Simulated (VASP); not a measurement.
# Ta (Fm-3m) in VASP: further runs

The runs below take Ta through single point, relaxation of cell and atoms, with PBEsol.

Everything below comes from runs of VASP 6.6.1. Logs are shortened: lines on timing, memory, paths and dates and some standing lists are left out, and cuts for length are marked.

### 1 The cell of the first run

The structure is cubic, space group Fm-3m (No. 225). The conventional cell has a = 4.185 Å, b = 4.185 Å, c = 4.185 Å, α = 90.00°, β = 90.00°, γ = 90.00°. Within 3.9 Å of Ta (site symmetry m-3m) lie 12 Ta at 2.96 Å.

### 2 Single point, PBEsol

File INCAR:

```
SYSTEM = Ta
PREC = Accurate ; ENCUT = 520
EDIFF = 1E-7 ; ISMEAR = -1
SIGMA = 0.1 ; LREAL = .False.
LASPH = .True. ; NELM = 60
ALGO = Normal ; ISIF = 2
LWAVE = .False. ; LCHARG = .False.
GGA = PS ; NBANDS = 30
```

File KPOINTS:

```
regular mesh
0
Gamma
  4 4 4
  0 0 0
```

File POSCAR:

```
Ta
1.0
    4.1847249742      0.0000000000      0.0000000000
    0.0000000000      4.1847249742      0.0000000000
    0.0000000000      0.0000000000      4.1847249742
Ta
4
Direct
    0.0000000000      0.0000000000      0.0000000000
    0.0000000000      0.5000000000      0.5000000000
    0.5000000000      0.0000000000      0.5000000000
    0.5000000000      0.5000000000      0.0000000000
```

Potentials or basis: VASP PAW PBE potentials, release 64 (Ta_pv).

Command:

```
$ cat potpaw_PBE.64/Ta_pv/POTCAR > POTCAR
$ mpirun -np 1 vasp_std > vasp.out
```

OUTCAR:

```text
SYSTEM = Ta
   PREC = Accurate
   ENCUT = 520
   EDIFF = 1E-7
   ISMEAR = -1
   LREAL = .False.
   LASPH = .True.
   NELM = 60
   ISIF = 2
   GGA = PS

 ion  position               nearest neighbor table
   1  0.000  0.000  0.000-   2 2.96   3 2.96   4 2.96   2 2.96   3 2.96   2 2.96   4 2.96   2 2.96
                             3 2.96   4 2.96   3 2.96   4 2.96
   2  0.000  0.500  0.500-   1 2.96   3 2.96   4 2.96   1 2.96   4 2.96   1 2.96   3 2.96   1 2.96
                             3 2.96   4 2.96   4 2.96   3 2.96
   3  0.500  0.000  0.500-   1 2.96   2 2.96   4 2.96   1 2.96   4 2.96   2 2.96   4 2.96   4 2.96
                             1 2.96   2 2.96   1 2.96   2 2.96
   4  0.500  0.500  0.000-   1 2.96   2 2.96   3 2.96   2 2.96   3 2.96   1 2.96   3 2.96   3 2.96
                             1 2.96   2 2.96   2 2.96   1 2.96

  LATTYP: Found a simple cubic cell.
 ALAT       =     4.1847249742

  Lattice vectors:

 A1 = (   4.1847249742,   0.0000000000,   0.0000000000)
 A2 = (   0.0000000000,   4.1847249742,   0.0000000000)
 A3 = (   0.0000000000,   0.0000000000,   4.1847249742)

Analysis of symmetry for initial positions (statically):
=====================================================================
 Subroutine PRICEL returns following result:

  LATTYP: Found a face centered cubic cell.
 ALAT       =     4.1847249742

  Lattice vectors:

 A1 = (   2.0923624871,  -2.0923624871,   0.0000000000)
 A2 = (   2.0923624871,   0.0000000000,   2.0923624871)
 A3 = (   0.0000000000,  -2.0923624871,   2.0923624871)

   4 primitive cells build up your supercell.

 Routine SETGRP: Setting up the symmetry group for a
 simple cubic supercell.

 Subroutine GETGRP returns: Found 48 space group operations
 (whereof 48 operations were pure point group operations)
 out of a pool of 48 trial point group operations.

The static configuration has the point symmetry O_h .

Analysis of symmetry for dynamics (positions and initial velocities):
=====================================================================
 Subroutine PRICEL returns following result:

  LATTYP: Found a face centered cubic cell.
 ALAT       =     4.1847249742

  Lattice vectors:

 A1 = (   2.0923624871,  -2.0923624871,   0.0000000000)
 A2 = (   2.0923624871,   0.0000000000,   2.0923624871)
 A3 = (   0.0000000000,  -2.0923624871,   2.0923624871)

   4 primitive cells build up your supercell.

 Routine SETGRP: Setting up the symmetry group for a
 simple cubic supercell.

 Subroutine GETGRP returns: Found 48 space group operations
 (whereof 48 operations were pure point group operations)
 out of a pool of 48 trial point group operations.

The dynamic configuration has the point symmetry O_h .

 Subroutine INISYM returns: Found 48 space group operations
 (whereof 48 operations are pure point group operations),
 and found     4 'primitive' translations

----------------------------------------------------------------------------------------

                                     Primitive cell

  volume of cell :      18.3206

  direct lattice vectors                    reciprocal lattice vectors
     2.092362487 -2.092362487  0.000000000     0.238964330 -0.238964330 -0.238964330
     2.092362487  0.000000000  2.092362487     0.238964330  0.238964330  0.238964330
     0.000000000 -2.092362487  2.092362487    -0.238964330 -0.238964330  0.238964330

  length of vectors
     2.959047407  2.959047407  2.959047407     0.413898361  0.413898361  0.413898361

  position of ions in fractional coordinates (direct lattice)
     0.000000000  0.000000000  0.000000000

  ion indices of the primitive-cell ions
   primitive index   ion index
                 1           1

----------------------------------------------------------------------------------------

 KPOINTS: regular mesh

Automatic generation of k-mesh.
 Grid dimensions read from file:
 generate k-points for:    4    4    4

 Generating k-lattice:

  Cartesian coordinates                     Fractional coordinates (reciprocal lattice)
     0.059741083  0.000000000  0.000000000     0.250000000  0.000000000  0.000000000
     0.000000000  0.059741083  0.000000000     0.000000000  0.250000000  0.000000000
     0.000000000  0.000000000  0.059741083     0.000000000  0.000000000  0.250000000

  Length of vectors
     0.059741083  0.059741083  0.059741083

  Shift w.r.t. Gamma in fractional coordinates (k-lattice)
     0.000000000  0.000000000  0.000000000

 Subroutine IBZKPT returns following result:
 ===========================================

 Found     10 irreducible k-points:

 Following reciprocal coordinates:
            Coordinates               Weight
  0.000000  0.000000  0.000000      1.000000
  0.250000  0.000000  0.000000      6.000000
  0.500000  0.000000  0.000000      3.000000
  0.250000  0.250000  0.000000     12.000000
  0.500000  0.250000  0.000000     12.000000
  0.500000  0.500000  0.000000      3.000000
  0.250000  0.250000  0.250000      8.000000
  0.500000  0.250000  0.250000     12.000000
  0.500000  0.500000  0.250000      6.000000
  0.500000  0.500000  0.500000      1.000000
   k-points           NKPTS =     10   k-points in BZ     NKDIM =     10   number of bands    NBANDS=     30
   number of dos      NEDOS =    301   number of ions     NIONS =      4
   total plane-waves  NPLWV =  32768
   dimension x,y,z NGX =    32 NGY =   32 NGZ =   32
   dimension x,y,z NGXF=    64 NGYF=   64 NGZF=   64
   ions per type =               4
   NGX,Y,Z   is equivalent  to a cutoff of  12.71, 12.71, 12.71 a.u.
   NGXF,Y,Z  is equivalent  to a cutoff of  25.43, 25.43, 25.43 a.u.
 SYSTEM =  Ta
   PREC   = accura    normal or accurate (medium, high low for compatibility)
   ISTART =      0    job   : 0-new  1-cont  2-samecut
   ICHARG =      2    charge: 1-file 2-atom 10-const
   ISPIN  =      1    spin polarized calculation?
   LNONCOLLINEAR =      F non collinear calculations
   LSORBIT =      F    spin-orbit coupling
   LASPH  =      T    aspherical Exc in radial PAW
   ENCUT  =  520.0 eV  38.22 Ry    6.18 a.u.   7.78  7.78  7.78*2*pi/ulx,y,z
   NELM   =     60;   NELMIN=  2; NELMDL= -5     # of ELM steps
   EDIFF  = 0.1E-06   stopping-criterion for ELM
   LREAL  =      F    real-space projection
   EDIFFG = 0.1E-05   stopping-criterion for IOM
   NSW    =      0    number of steps for IOM
   IBRION =     -1    ionic relax: 0-MD 1-quasi-New 2-CG
   NFREE  =      0    steps in history (QN), initial steepest desc. (CG)
   ISIF   =      2    stress and relaxation
   ISYM   =      2    0-nonsym 1-usesym 2-fastsym
   POTIM  = 0.5000    time-step for ionic-motion
   TEBEG  =    0.0;   TEEND  =   0.0 temperature during run
   PSTRESS=    0.0 pullay stress
   NELECT =      44.0000    total number of electrons
   NUPDOWN=      -1.0000    fix difference up-down
   EMIN   =  10.00;   EMAX   =-10.00  energy-range for DOS
   EFERMI =   0.00;   METHOD = LEGACY
   ISMEAR =    -1;   SIGMA  =   0.10  broadening in eV -4-tet -1-fermi 0-gaus
   EFERMI_NEDOS =   21; number of points for ismear=-14 and -15
   IALGO  =     38    algorithm
   IMIX   =      4    mixing-type and parameters
     AMIX     =   0.40;   BMIX     =  1.00
     AMIX_MAG =   1.60;   BMIX_MAG =  1.00
  volume/ion in A,a.u.               =      18.32       123.63
  Fermi-wavevector in a.u.,A,eV,Ry     =   1.381101  2.609903 25.952300  1.907440
  Thomas-Fermi vector in A             =   2.505917
   LORBIT       =      0    0 simple, 1 ext, 2 COOP (PROOUT), +10 PAW based schemes
   GGA     = PS    functional components
   LHFCALC =     F    Hartree Fock is set to
   AEXX    =    0.0000 exact exchange contribution
   IVDW    =     0    specifies the selected vdW correction
   LEPSILON=     F    determine dielectric tensor
   LRPA    =     F    only Hartree local field effects (RPA)
 non-spin polarized calculation
  energy-cutoff  :      520.00
  volume of cell :       73.28
 maximum number of plane-waves:      2000
 NGX is ok and might be reduce to    32
   NGX = 15   NGY = 15   NGZ = 15

 number of electron      44.0000004 magnetization

 Free energy of the ion-electron system (eV)
  ---------------------------------------------------
  ext. energy  EPLUGINS =         0.00000000
  ---------------------------------------------------
  free energy    TOTEN  =       -49.05560613 eV

  energy without entropy =      -48.78701786  energy(sigma->0) =      -48.92131200

 E-fermi :   5.5319     XC(G=0): -12.6451

 val. band max:        5.5037566809   @ k =   0.5000   0.2500   0.0000
 cond. band min:       5.5689652288   @ k =   0.5000   0.2500   0.2500
 fundamental gap:      0.0652085479
 Fermi energy:         5.5318899895

 k-point     1 :       0.0000    0.0000    0.0000
  band No.  band energies     occupation
      1     -28.9659      2.00000
      2     -28.9659      2.00000
      3     -28.9659      2.00000
      4     -28.3274      2.00000
      5     -28.3274      2.00000
      6     -28.3274      2.00000
[... 22 lines left out ...]
     29      11.4923      0.00000
     30      11.4923      0.00000

 k-point     2 :       0.2500    0.0000    0.0000
  band No.  band energies     occupation
      1     -28.8762      2.00000
      2     -28.8762      2.00000
      3     -28.8295      2.00000
      4     -28.4250      2.00000
      5     -28.4250      2.00000
      6     -28.3359      2.00000
[... 22 lines left out ...]
     29       9.5572      0.00000
     30      10.3588      0.00000

 k-point     3 :       0.5000    0.0000    0.0000
  band No.  band energies     occupation
      1     -28.6546      2.00000
      2     -28.6546      2.00000
      3     -28.6546      2.00000
      4     -28.6546      2.00000
      5     -28.4800      2.00000
      6     -28.4800      2.00000
[... 220 lines left out ...]
     29      10.3262      0.00000
     30      10.3262      0.00000

 k-point    10 :       0.5000    0.5000    0.5000
  band No.  band energies     occupation
      1     -29.0368      2.00000
      2     -29.0368      2.00000
      3     -29.0368      2.00000
      4     -29.0368      2.00000
      5     -28.0755      2.00000
      6     -28.0755      2.00000
[... 22 lines left out ...]
     29      11.5123      0.00000
     30      11.5123      0.00000

------------------------ aborting loop because EDIFF is reached ----------------------------------------

  FORCE on cell =-STRESS in cart. coord.  units (eV):
  Direction    XX          YY          ZZ          XY          YZ          ZX
  --------------------------------------------------------------------------------------
  -------------------------------------------------------------------------------------
  Total        0.0432309      0.0432309      0.0432309      0.0000000     -0.0000000      0.0000000
  in kB        0.9451573      0.9451573      0.9451573      0.0000000     -0.0000000      0.0000000
  external PRESSURE =       0.9451573 kB  Pullay stress =       0.0000000 kB

 VOLUME and BASIS-vectors are now :
 -----------------------------------------------------------------------------
  energy-cutoff  :      520.00
  volume of cell :       73.28
      direct lattice vectors                 reciprocal lattice vectors
     4.184724974  0.000000000  0.000000000     0.238964330  0.000000000  0.000000000
     0.000000000  4.184724974  0.000000000     0.000000000  0.238964330  0.000000000
     0.000000000  0.000000000  4.184724974     0.000000000  0.000000000  0.238964330

 POSITION                                       TOTAL-FORCE (eV/Angst)
 -----------------------------------------------------------------------------------
      0.00000      0.00000      0.00000        -0.000000     -0.000000      0.000000
      0.00000      2.09236      2.09236         0.000000      0.000000     -0.000000
      2.09236      0.00000      2.09236        -0.000000      0.000000      0.000000
      2.09236      2.09236      0.00000         0.000000     -0.000000      0.000000
 -----------------------------------------------------------------------------------
    total drift:                                0.000000     -0.000000     -0.000000

  FREE ENERGIE OF THE ION-ELECTRON SYSTEM (eV)
  ---------------------------------------------------
  free  energy   TOTEN  =       -49.0556061343 eV

  energy  without entropy=      -48.7870178648  energy(sigma->0) =      -48.92131200
```

It took 27 s on 1 thread of Intel Xeon 8259CL, shared host; peak memory 0.18 GiB.

Results:

- Free energy: -49.0556 eV
- Pressure: 0.1 GPa
- Band gap on the k mesh: zero (band 22 reaches 6.50 eV, above the bottom of band 23 at 4.57 eV)

Levels at points of the mesh, in eV from the Fermi level:
```
           k point  band 20  band 21  band 22  band 23  band 24  band 25
(0.00, 0.00, 0.00)     0.46     0.46     0.46     3.08     3.08     3.08
(0.50, 0.00, 0.00)    -1.15    -1.15    -1.15     0.72     0.72     2.03
(0.50, 0.50, 0.00)    -1.19    -0.96    -0.96    -0.96    -0.96     1.79
(0.50, 0.50, 0.50)     0.21     0.21     0.21     0.21     0.21     0.82
```

Caveat: the k points lie up to 0.38 Å⁻¹ apart; the PAW data sets were made with another functional, which shifts forces and pressure a little; spin-orbit coupling is left out, which moves the levels of the heavy elements.

(Part 1 of 2 ends here.)
